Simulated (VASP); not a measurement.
A run of VASP 6.6.1:

The input INCAR:

```
  PREC = Accurate
  ENCUT = 520
  EDIFF = 1E-6
  ISMEAR = 0
  SIGMA = 0.1
  LREAL = False
  LASPH = True
  NELM = 100
  ALGO = Normal
  ISIF = 2
  LWAVE = False
  LCHARG = False
  GGA = PE
  NBANDS = 10
```

Contents of KPOINTS:

```
Automatic mesh
0
Gamma
  18 18 8
```

Contents of POSCAR:

```
Li
1.0
    3.0485252142      0.0000000000      0.0000000000
   -1.5242626071      2.6401002795      0.0000000000
    0.0000000000      0.0000000000      5.0143317298
Li
2
Direct
    0.3333333333      0.6666666667      0.2500000000
    0.6666666667      0.3333333333      0.7500000000
```

Potentials or basis: VASP PAW PBE potentials, release 64 (Li_sv).

Command:

```sh
$ cat potpaw_PBE.64/Li_sv/POTCAR > POTCAR
$ mpirun -np 1 vasp_std > vasp.out
```

Hardware: 1 thread of Intel(R) Xeon(R) Platinum 8259CL CPU @ 2.50GHz (Skylake/Cascade Lake), with other jobs on the host.

Estimate the wall time of this run.

Run time: 31 s on 1 thread of Intel(R) Xeon(R) Platinum 8259CL CPU @ 2.50GHz (Skylake/Cascade Lake) (shared host), peak memory 0.18 GiB. Counts: scf iterations 11, k points 185.
